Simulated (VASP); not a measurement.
# Ni (Fm-3m) in VASP: further runs

The runs below take Ni through single point, with PBE.

Program: VASP 6.6.1. These are calculated values, not measurements. Logs are shortened: lines on timing, memory, paths and dates and some standing lists are left out, and cuts for length are marked.

### 1 The cell of the first run

Symmetry: Fm-3m, No. 225, cubic system. Conventional cell: a = 3.536 Å, b = 3.536 Å, c = 3.536 Å, α = 90.00°, β = 90.00°, γ = 90.00°. Within 3.3 Å of Ni (site symmetry m-3m) lie 12 Ni at 2.50 Å.

### 2 Single point, PBE

The input, INCAR:

```
PREC = Accurate
ENCUT = 600
EDIFF = 1E-6
ISMEAR = -1
SIGMA = 0.05
LREAL = F
LASPH = T
NELM = 120
ALGO = Normal
ISIF = 2
LWAVE = F
LCHARG = F
GGA = PE
NBANDS = 11
GGA_COMPAT = F
```

The input, KPOINTS:

```
Automatic mesh
0
Gamma
  7 7 7
```

The input, POSCAR:

```
Ni
1.0
    0.0000000000      1.7678000000      1.7678000000
    1.7678000000      0.0000000000      1.7678000000
    1.7678000000      1.7678000000      0.0000000000
Ni
1
Direct
    0.0000000000      0.0000000000      0.0000000000
```

Potentials or basis: VASP PAW PBE potentials, release 64 (Ni).

On the command line:

```
cat potpaw_PBE.64/Ni/POTCAR > POTCAR
mpirun -np 1 vasp_std > vasp.out
```

OUTCAR:

```text
PREC = Accurate
   ENCUT = 600
   EDIFF = 1E-6
   ISMEAR = -1
   LREAL = F
   LASPH = T
   NELM = 120
   ISIF = 2
   GGA = PE

 ion  position               nearest neighbor table
   1  0.000  0.000  0.000-

  LATTYP: Found a face centered cubic cell.
 ALAT       =     3.5356000000

  Lattice vectors:

 A1 = (   0.0000000000,   1.7678000000,   1.7678000000)
 A2 = (   1.7678000000,   0.0000000000,   1.7678000000)
 A3 = (   1.7678000000,   1.7678000000,   0.0000000000)

Analysis of symmetry for initial positions (statically):
=====================================================================
 Subroutine PRICEL returns:
 Original cell was already a primitive cell.

 Routine SETGRP: Setting up the symmetry group for a
 face centered cubic supercell.

 Subroutine GETGRP returns: Found 48 space group operations
 (whereof 48 operations were pure point group operations)
 out of a pool of 48 trial point group operations.

The static configuration has the point symmetry O_h .

Analysis of symmetry for dynamics (positions and initial velocities):
=====================================================================
 Subroutine PRICEL returns:
 Original cell was already a primitive cell.

 Routine SETGRP: Setting up the symmetry group for a
 face centered cubic supercell.

 Subroutine GETGRP returns: Found 48 space group operations
 (whereof 48 operations were pure point group operations)
 out of a pool of 48 trial point group operations.

The dynamic configuration has the point symmetry O_h .

 Subroutine INISYM returns: Found 48 space group operations
 (whereof 48 operations are pure point group operations),
 and found     1 'primitive' translations

----------------------------------------------------------------------------------------

                                     Primitive cell

  volume of cell :      11.0492

  direct lattice vectors                    reciprocal lattice vectors
     0.000000000  1.767800000  1.767800000    -0.282837425  0.282837425  0.282837425
     1.767800000  0.000000000  1.767800000     0.282837425 -0.282837425  0.282837425
     1.767800000  1.767800000  0.000000000     0.282837425  0.282837425 -0.282837425

  length of vectors
     2.500046736  2.500046736  2.500046736     0.489888790  0.489888790  0.489888790

  position of ions in fractional coordinates (direct lattice)
     0.000000000  0.000000000  0.000000000

  ion indices of the primitive-cell ions
   primitive index   ion index
                 1           1

[... 73 lines left out ...]
   ISYM   =      2    0-nonsym 1-usesym 2-fastsym
   POTIM  = 0.5000    time-step for ionic-motion
   TEBEG  =    0.0;   TEEND  =   0.0 temperature during run
   PSTRESS=    0.0 pullay stress
   NELECT =      10.0000    total number of electrons
   NUPDOWN=      -1.0000    fix difference up-down
   EMIN   =  10.00;   EMAX   =-10.00  energy-range for DOS
   EFERMI =   0.00;   METHOD = LEGACY
   ISMEAR =    -1;   SIGMA  =   0.05  broadening in eV -4-tet -1-fermi 0-gaus
   EFERMI_NEDOS =   21; number of points for ismear=-14 and -15
   IALGO  =     38    algorithm
   IMIX   =      4    mixing-type and parameters
     AMIX     =   0.40;   BMIX     =  1.00
     AMIX_MAG =   1.60;   BMIX_MAG =  1.00
  volume/ion in A,a.u.               =      11.05        74.56
  Fermi-wavevector in a.u.,A,eV,Ry     =   1.583550  2.992475 34.118373  2.507630
  Thomas-Fermi vector in A             =   2.683303
   LORBIT       =      0    0 simple, 1 ext, 2 COOP (PROOUT), +10 PAW based schemes
   GGA     = PE    functional components
   LHFCALC =     F    Hartree Fock is set to
   AEXX    =    0.0000 exact exchange contribution
   IVDW    =     0    specifies the selected vdW correction
   LEPSILON=     F    determine dielectric tensor
   LRPA    =     F    only Hartree local field effects (RPA)
 non-spin polarized calculation
  energy-cutoff  :      600.00
  volume of cell :       11.05
 maximum number of plane-waves:       378
   NGX =  9   NGY =  9   NGZ =  9

 number of electron      10.0000010 magnetization

 Free energy of the ion-electron system (eV)
  ---------------------------------------------------
  ext. energy  EPLUGINS =         0.00000000
  ---------------------------------------------------
  free energy    TOTEN  =        -5.43259176 eV

  energy without entropy =       -5.40027559  energy(sigma->0) =       -5.41643368

 E-fermi :   8.9905     XC(G=0): -13.1620

 val. band max:        8.9838331550   @ k =   0.4286   0.2857   0.0000
 cond. band min:       9.0044692418   @ k =  -0.2857   0.4286   0.1429
 fundamental gap:      0.0206360869
 Fermi energy:         8.9905406866

 k-point     1 :       0.0000    0.0000    0.0000
  band No.  band energies     occupation
      1       0.2382      2.00000
      2       7.1703      2.00000
      3       7.1703      2.00000
      4       7.1703      2.00000
      5       8.2430      2.00000
      6       8.2430      2.00000
      7      32.6663      0.00000
      8      36.4838      0.00000
      9      36.4838      0.00000
     10      36.4838      0.00000
     11      39.4382      0.00000
[... 253 lines left out ...]
 k-point    20 :      -0.2857    0.4286    0.1429
  band No.  band energies     occupation
      1       5.7473      2.00000
      2       6.1194      2.00000
      3       6.8026      2.00000
      4       8.1943      2.00000
      5       9.0045      0.86161
      6      15.8043      0.00000
      7      16.2514      0.00000
      8      19.4249      0.00000
      9      22.7379      0.00000
     10      35.5119      0.00000
     11      41.7858      0.00000

------------------------ aborting loop because EDIFF is reached ----------------------------------------

  FORCE on cell =-STRESS in cart. coord.  units (eV):
  Direction    XX          YY          ZZ          XY          YZ          ZX
  --------------------------------------------------------------------------------------
  -------------------------------------------------------------------------------------
  Total       -0.2732496     -0.2732496     -0.2732496     -0.0000000     -0.0000000     -0.0000000
  in kB      -39.6224025    -39.6224025    -39.6224025     -0.0000000     -0.0000000     -0.0000000
  external PRESSURE =     -39.6224025 kB  Pullay stress =       0.0000000 kB

 VOLUME and BASIS-vectors are now :
 -----------------------------------------------------------------------------
  energy-cutoff  :      600.00
  volume of cell :       11.05
      direct lattice vectors                 reciprocal lattice vectors
     0.000000000  1.767800000  1.767800000    -0.282837425  0.282837425  0.282837425
     1.767800000  0.000000000  1.767800000     0.282837425 -0.282837425  0.282837425
     1.767800000  1.767800000  0.000000000     0.282837425  0.282837425 -0.282837425

 POSITION                                       TOTAL-FORCE (eV/Angst)
 -----------------------------------------------------------------------------------
      0.00000      0.00000      0.00000        -0.000000      0.000000     -0.000000
 -----------------------------------------------------------------------------------
    total drift:                                0.000000      0.000000      0.000000

  FREE ENERGIE OF THE ION-ELECTRON SYSTEM (eV)
  ---------------------------------------------------
  free  energy   TOTEN  =        -5.4325917647 eV

  energy  without entropy=       -5.4002755937  energy(sigma->0) =       -5.41643368
```

Wall time 2.9 s (1 thread of Intel Xeon Platinum 8488C (Sapphire Rapids), shared host); peak memory 0.12 GiB.

What came out:

| Item | Value |
| --- | --- |
| Free energy | -5.4326 eV |
| Pressure | -4.0 GPa |
| Band gap on the k mesh | zero (band 5 reaches 9.06 eV, above the bottom of band 6 at 8.20 eV) |

Levels at points of the mesh, in eV from the Fermi level:
| k point | band 2 | band 3 | band 4 | band 5 | band 6 | band 7 | band 8 | band 9 |
| --- | --- | --- | --- | --- | --- | --- | --- | --- |
| (0.00, 0.00, 0.00) | -1.82 | -1.82 | -1.82 | -0.75 | -0.75 | 23.68 | 27.49 | 27.49 |

Caveat: the k points lie up to 0.44 Å⁻¹ apart; the run has no spin polarisation, though such a crystal can be magnetic. Spin polarisation is off, so any magnetic state and its effect on volume and gap are missing.

(Part 1 of 2 ends here.)
